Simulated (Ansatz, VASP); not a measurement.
Two plane-wave programs on H3CCl

```xyz
40
Lattice="8.3815 0.0000 0.0000 0.0000 8.3815 0.0000 0.0000 0.0000 8.3815" Properties=species:S:1:pos:R:3 pbc="T T T"
C     3.4462    0.8864    5.3841
C     5.8891    5.8568    2.6574
C     0.0869    1.6464    7.4039
C    -0.1984    5.6142    6.5570
C     5.4292    3.8438   -0.2704
C     8.5155    1.4643    4.2311
C     3.3310    7.4118    0.7214
C     5.5703    0.8438    2.8244
Cl    5.0031    0.7554    6.2535
Cl    7.1849    6.4377    1.5948
Cl    0.2419    1.5968    9.1765
Cl    1.1128    6.7573    6.2103
Cl    3.7324    3.7833    0.2241
Cl    9.2511    3.0744    4.1950
Cl    2.5549    7.0079    2.2606
Cl    5.6044    2.5939    3.1157
H     3.3691    1.8984    4.9626
H     3.4140    0.1264    4.5772
H     2.6395    0.6970    6.1202
H     5.1447    5.2882    2.0728
H     6.3373    5.2118    3.4299
H     5.3987    6.7321    3.1171
H    -0.7324    2.3453    7.1327
H     1.0436    2.0183    6.9916
H    -0.1234    0.6216    7.0412
H     0.0309    4.6682    6.0399
H    -0.2596    5.4732    7.6464
H    -1.1365    6.0420    6.1767
H     5.7150    4.8933   -0.4368
H     6.0377    3.4160    0.5434
H     5.5364    3.2495   -1.1891
H     8.4140    1.1043    3.1904
H     9.1625    0.7773    4.7966
H     7.5162    1.5408    4.6972
H     4.4089    7.1857    0.7943
H     2.8658    6.8003   -0.0676
H     3.1783    8.4831    0.5177
H     4.5607    0.5673    2.4824
H     6.3285    0.5935    2.0633
H     5.7991    0.3447    3.7840
```

Alike in both runs: functional LDA; k mesh 1 × 1 × 1; occupations fermi-dirac, width 0.02 eV; no spin polarisation.

Ansatz relaxed the structure, and its values are those at the end. VASP's run is a single point on that final structure, the one shown.

```csv
,VASP,Ansatz
version,VASP 6.6.1,Ansatz 0.2.0
potentials or method,"VASP PAW LDA potentials, release 64 (C_h, Cl, H_h), cutoff 1000 eV","scalar-relativistic, plane waves, PAW"
valence electrons in the cell,112,112
```

```csv
,VASP,Ansatz,Ansatz less VASP
gap on the k mesh at the Fermi level (eV),5.36,5.34,-0.022
rms of the force components (eV/Å),0.072,0.074,+0.0022
```

LDA's correlation is that of Perdew and Zunger in VASP and of Perdew and Wang (1992) in Ansatz.
